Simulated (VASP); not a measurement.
A run of VASP 6.6.1 is set up as follows.

INCAR

```
SYSTEM = Si
PREC = Accurate
ENCUT = 520
EDIFF = 1E-7
ISMEAR = -1
SIGMA = 0.05
LREAL = .FALSE.
LASPH = .TRUE.
NELM = 100
ALGO = Normal
ISIF = 2
LWAVE = .FALSE.
LCHARG = .FALSE.
LDIPOL = .TRUE.
IDIPOL = 3
DIPOL = 0.5 0.5 0.294
GGA = PE
IBRION = 2
NSW = 80
EDIFFG = -0.02
```

The input KPOINTS:

```
regular mesh
0
G
  11 11 1
  0 0 0
```

POSCAR

```
Si
1.0
    2.3993200000      0.0000000000      0.0000000000
    0.0000000000      2.4179400000      0.0000000000
    0.0000000000      0.0000000000     23.8000000000
Si
1
Direct
    0.5000000000      0.5000000000      0.2941200000
```

Potentials or basis: VASP PAW PBE potentials, release 64 (Si).

Run with:

```bash
$ cat potpaw_PBE.64/Si/POTCAR > POTCAR
$ mpirun -np 1 vasp_std > vasp.out
```

(1) Estimate the band gap on the k mesh.

## Answers

(1) zero (bands 2 and 3 overlap by 0.46 eV).
